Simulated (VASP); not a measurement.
Wanted: the native input for a VASP 6.6.1 run.

```
Task                   : single point
Functional             : r2SCAN
Potentials or basis    : VASP PAW PBE potentials, release 64 (K_sv, Cl)
Cutoff                 : 520 eV
k mesh                 : 8 × 8 × 8
Occupations            : gaussian, width 0.01 eV
Spin                   : no spin polarisation
Dipole correction      : no
Further INCAR settings : ALGO = Normal; EDIFF = 1e-07; NBANDS = 15
```

Crystal: KCl.

```xyz
2
Lattice="-0.0157 3.1448 3.1448 3.1448 -0.0157 3.1448 3.1448 3.1448 -0.0157" Properties=species:S:1:pos:R:3 pbc="T T T"
K     0.0000    0.0000    0.0000
Cl    3.1370    3.1370    3.1370
```

This cell differs from its parent crystal: epitaxial 111 strain +0.5%.

These files were run (other wordings do the same):

POSCAR

```
KCl
1.0
   -0.0157242416      3.1448483123      3.1448483123
    3.1448483123     -0.0157242416      3.1448483123
    3.1448483123      3.1448483123     -0.0157242416
K Cl
1 1
Direct
    0.0000000000      0.0000000000      0.0000000000
    0.5000000000      0.5000000000      0.5000000000
```

INCAR.step1

```
  ALGO = Normal
  EDIFF = 1E-4
  ENCUT = 520
  GGA = PE
  ISMEAR = 0
  LASPH = T
  LCHARG = F
  LREAL = F
  LWAVE = T
  NBANDS = 15
  NELM = 60
  PREC = Accurate
  SIGMA = 0.01
```

INCAR.step2

```
  ALGO = Normal
  EDIFF = 1E-7
  ENCUT = 520
  ISIF = 2
  ISMEAR = 0
  ISTART = 1
  LASPH = T
  LCHARG = T
  LELF = T
  LMIXTAU = T
  LREAL = F
  LVHAR = T
  LWAVE = F
  METAGGA = R2SCAN
  NBANDS = 15
  NELM = 60
  PREC = Accurate
  SIGMA = 0.01
```

KPOINTS

```
k-points
0
Gamma
  8 8 8
```

Potentials or basis: VASP PAW PBE potentials, release 64 (K_sv, Cl).

Command:

```console
$ cat potpaw_PBE.64/K_sv/POTCAR potpaw_PBE.64/Cl/POTCAR > POTCAR
$ cp INCAR.step1 INCAR
$ mpirun -np 1 vasp_std > vasp.out
$ cp INCAR.step2 INCAR
$ mpirun -np 1 vasp_std > vasp.out
```

Results of the run:

```json
{
  "Pressure": "-0.1 GPa",
  "Band gap on the k mesh": "5.80 eV"
}
```

Caveat: the cell differs from its parent crystal (epitaxial 111 strain +0.5%); the PAW data sets were made with another functional, which shifts forces and pressure a little.

Wall time 4.4 min on 1 thread of AMD EPYC 9R45 96-Core Processor (Zen 5) (shared host), peak memory 0.22 GiB.
